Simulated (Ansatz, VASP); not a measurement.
## MoSe in VASP and in Ansatz

```
CELL_PARAMETERS angstrom
3.16817 0.00000 0.00000
0.00000 3.16817 0.00000
0.00000 0.00000 3.16817
ATOMIC_POSITIONS crystal
Mo 0.00000 0.00000 0.00000
Se 0.50000 0.50000 0.50000
```

Alike in both runs: task single point; functional PBEsol; k mesh 14 × 14 × 14; occupations gaussian, width 0.1 eV; collinear spin.

```csv
,VASP,Ansatz
version,VASP 6.6.1,Ansatz 0.2.0
potentials or method,"VASP PAW PBE potentials, release 64 (Mo_sv, Se), cutoff 520 eV","scalar-relativistic, plane waves, PAW"
valence electrons in the cell,20,30
```

```tsv
	VASP	Ansatz	Ansatz less VASP
gap on the k mesh at the Fermi level (eV)	none	none	-
pressure (GPa)	-10.0	-10.4	-0.33
net moment per atom (μB)	0.00	0.00	-0.001
```

VASP's potentials were made for PBE, not for PBEsol. A gap of «none» marks a metal or a gap that the smearing closes. With one functional, cell and mesh, what is left measures potentials, basis and numerics. VASP's potentials hold 20 valence electrons a cell and Ansatz's 30, so a difference there can come from the potentials and not from the codes. Ansatz's warnings: seeded moment not kept.
